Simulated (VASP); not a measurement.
Cl:

```
Cl
1.0
     2.23396   -4.69265    0.00000
     2.23396    4.69265    0.00000
     0.00000    0.00000    4.43311
Cl
2
Cartesian
  2.2340 -1.0159 0.0000
  2.2340 1.0159 0.0000
```

* Program: VASP 6.6.1
* Task: relaxation of shape and atoms at fixed volume
* Functional: PBE
* Potentials or basis: VASP PAW PBE potentials, release 64 (Cl)
* Cutoff: 600 eV
* k mesh: 8 × 8 × 6
* Occupations: gaussian, width 0.02 eV
* Spin: no spin polarisation

At the start: pressure -0.7 GPa; volume 46.47 Å³/atom.

**Question.** Where does the relaxation end?

**Answer.** Over 3 steps the energy falls by 4.0 meV/atom; space group Cmmm (No. 65, to 0.1 Å) before and after.

The path:
```csv
step,energy change (eV),largest force (eV/Å),pressure (GPa),volume (Å³)
1,0.0000,0.4941,-0.66,92.95
2,0.0172,1.0224,1.14,92.95
3,-0.0080,0.0020,-0.05,92.95
```

Final structure:
```xyz
2
Lattice="2.2409 -4.6624 0.0000 2.2409 4.6624 0.0000 0.0000 0.0000 4.4480" Properties=species:S:1:pos:R:3 pbc="T T T"
Cl    2.2409   -1.0007    0.0000
Cl    2.2409    1.0007    0.0000
```

Caveat: this functional lacks dispersion, which holds the molecules together, so the pressure and a relaxed volume are unreliable; this functional lacks dispersion, which binds layers or chains, so the pressure and a relaxed spacing across them are unreliable.
